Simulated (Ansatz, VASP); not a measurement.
Ge in VASP and in Ansatz

```xyz
6
Lattice="1.7035 0.9835 12.2089 -1.7035 0.9835 12.2089 0.0000 -1.9670 12.2089" Properties=species:S:1:pos:R:3 pbc="T T T"
Ge    0.0000    0.0000   31.5397
Ge    0.0000    0.0000   21.3656
Ge    0.0000    0.0000   11.1915
Ge    0.0000    0.0000   25.4352
Ge    0.0000    0.0000   15.2611
Ge    0.0000    0.0000    5.0870
```

Alike in both runs: task single point; functional PBE; k mesh 6 × 6 × 6; occupations gaussian, width 0.1 eV; no spin polarisation.

```csv
,VASP,Ansatz
version,VASP 6.6.1,Ansatz 0.2.0
potentials or method,"VASP PAW PBE potentials, release 64 (Ge_d), cutoff 520 eV","scalar-relativistic, plane waves, PAW"
valence electrons in the cell,84,84
```

Ansatz gave:

- gap on the k mesh at the Fermi level (eV): none
- pressure (GPa): -1.3
- traceless stress, the component that is largest in VASP (GPa): -0.51
- rms of the force components (eV/Å): 0.024

Question: Which values does VASP return?

Answer: gap on the k mesh at the Fermi level (eV): none; pressure (GPa): -1.4; traceless stress, the component that is largest in VASP (GPa): -0.49; rms of the force components (eV/Å): 0.024.

Atom by atom the forces differ by 0.000 eV/Å (rms over components). A gap of «none» marks a metal or a gap that the smearing closes. The functional is the same, so the differences come from potentials, cutoffs and numerics.
